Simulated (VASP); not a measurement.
Set up this calculation in VASP 6.6.1, as the native input.

| Quantity | Value |
| --- | --- |
| Task | single point |
| Functional | PBE |
| Potentials or basis | VASP PAW PBE potentials, release 64 (W_sv) |
| Cutoff | 520 eV |
| k mesh | 11 × 11 × 1 |
| Occupations | fermi-dirac, width 0.08 eV |
| Spin | no spin polarisation |
| Dipole correction | yes |
| k mesh for the DOS | 17 × 17 × 1 |
| Occupations for the DOS | tetrahedron |
| Further INCAR settings | ALGO = Normal; EDIFF = 1e-06 |

W, a slab with vacuum:

```
W
1.0
     3.18342    0.00000    0.00000
     0.00000    3.18342    0.00000
     0.00000    0.00000   22.36680
W
5
Direct
  0.00000 0.00000 0.35767
  0.50000 0.50000 0.42884
  0.00000 0.00000 0.50000
  0.50000 0.50000 0.57116
  0.00000 0.00000 0.64233
```

One way to write it, as run:

POSCAR

```
W
1.0
    3.1834185691      0.0000000000      0.0000000000
    0.0000000000      3.1834185691      0.0000000000
    0.0000000000      0.0000000000     22.3668000000
W
5
Direct
    0.0000000000      0.0000000000      0.3576721495
    0.5000000000      0.5000000000      0.4288360746
    0.0000000000      0.0000000000      0.5000000000
    0.5000000000      0.5000000000      0.5711639255
    0.0000000000      0.0000000000      0.6423278505
```

INCAR.step1

```
SYSTEM = W
PREC     = Accurate       ! precision mode
ENCUT    = 520            ! plane-wave cutoff, eV
EDIFF    = 1E-6           ! SCF threshold, eV
ISMEAR   = -1             ! smearing method
SIGMA    = 0.08           ! smearing width, eV
LREAL    = .False.        ! projectors in reciprocal space
LASPH    = .True.         ! aspherical terms in the spheres
NELM     = 60             ! most SCF steps
ALGO     = Normal         ! electronic algorithm
ISIF     = 2              ! what is computed and relaxed
LWAVE    = .False.        ! write WAVECAR
LCHARG   = .True.         ! write CHGCAR
LMAXMIX  = 4              ! l up to which the mixer works
LDIPOL   = .True.       
IDIPOL   = 3            
DIPOL    = 0.5 0.5 0.500
GGA      = PE             ! functional
NBANDS   = 43             ! bands
```

KPOINTS.step1

```
regular mesh
0
Gamma
  11 11 1
  0 0 0
```

INCAR.step2

```
SYSTEM = W
PREC     = Accurate       ! precision mode
ENCUT    = 520            ! plane-wave cutoff, eV
EDIFF    = 1E-6           ! SCF threshold, eV
ISMEAR   = -5             ! smearing method
SIGMA    = 0.08           ! smearing width, eV
LREAL    = .False.        ! projectors in reciprocal space
LASPH    = .True.         ! aspherical terms in the spheres
NELM     = 60             ! most SCF steps
ALGO     = Normal         ! electronic algorithm
ISIF     = 2              ! what is computed and relaxed
LWAVE    = .False.        ! write WAVECAR
LCHARG   = .False.        ! write CHGCAR
LMAXMIX  = 4              ! l up to which the mixer works
LDIPOL   = .True.       
IDIPOL   = 3            
DIPOL    = 0.5 0.5 0.500
GGA      = PE             ! functional
LORBIT   = 10             ! projections on sites
NEDOS    = 1001           ! points of the DOS
ICHARG   = 11             ! starting density
```

KPOINTS.step2

```
regular mesh
0
Gamma
  17 17 1
  0 0 0
```

Potentials or basis: VASP PAW PBE potentials, release 64 (W_sv).

Launch:

```bash
$ cat potpaw_PBE.64/W_sv/POTCAR > POTCAR
$ cp INCAR.step1 INCAR
$ cp KPOINTS.step1 KPOINTS
$ mpirun -np 1 vasp_std > vasp.out
$ cp INCAR.step2 INCAR
$ cp KPOINTS.step2 KPOINTS
$ mpirun -np 1 vasp_std > vasp.out
```

Results of the run:

- Valence electrons inside the program's atomic spheres: W 11.82, 12.05, 12.04 (each value once)

Wall time 4.3 min on 1 thread of Intel(R) Xeon(R) 6975P-C (Granite Rapids) (shared host), peak memory 0.46 GiB.
